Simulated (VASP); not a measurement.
Wanted: the native input for a VASP 6.6.1 run.

```
Task                   : single point
Functional             : PBE
Potentials or basis    : VASP PAW PBE potentials, release 64 (Sb)
Cutoff                 : 520 eV
k mesh                 : 6 × 6 × 6
Occupations            : gaussian, width 0.1 eV
Spin                   : no spin polarisation
Dipole correction      : no
Further INCAR settings : ALGO = Normal; EDIFF = 1e-06; NBANDS = 12
```

The structure of Sb lies in POSCAR:

```
Sb
1.0
    2.0309691247      1.1725805708      4.8632850834
   -2.0309691247      1.1725805708      4.8632850834
    0.0000000000     -2.3451611417      4.8632850834
Sb
2
Direct
    0.0577000000      0.0577000000      0.0577000000
    0.9423000000      0.9423000000      0.9423000000
```

One way to write it, as run:

INCAR

```
SYSTEM = Sb
PREC     = Accurate       ! precision mode
ENCUT    = 520            ! plane-wave cutoff, eV
EDIFF    = 1E-6           ! SCF threshold, eV
ISMEAR   = 0              ! smearing method
SIGMA    = 0.1            ! smearing width, eV
LREAL    = .False.        ! projectors in reciprocal space
LASPH    = .True.         ! aspherical terms in the spheres
NELM     = 60             ! most SCF steps
ALGO     = Normal         ! electronic algorithm
ISIF     = 2              ! what is computed and relaxed
LWAVE    = .False.        ! write WAVECAR
LCHARG   = .False.        ! write CHGCAR
GGA      = PE             ! functional
NBANDS   = 12             ! bands
```

KPOINTS

```
Automatic mesh
0
Gamma
  6 6 6
  0 0 0
```

Potentials or basis: VASP PAW PBE potentials, release 64 (Sb).

The run is started by

```bash
$ cat potpaw_PBE.64/Sb/POTCAR > POTCAR
$ mpirun -np 1 vasp_std > vasp.out
```

It gave:

- Pressure: 89.2 GPa
- Largest force: 68.806 eV/Å
- Band gap on the k mesh: zero (band 5 reaches 6.47 eV, above the bottom of band 6 at 5.81 eV)

Caveat: spin-orbit coupling is left out, which moves the levels of the heavy elements; forces of over 1 eV/Å act on the atoms, so gaps and moduli don't describe the material at rest.

Wall time 36 s on 1 thread of AMD EPYC 7R43 64-Core Processor (Zen 3), on a shared host, peak memory 0.2 GiB.
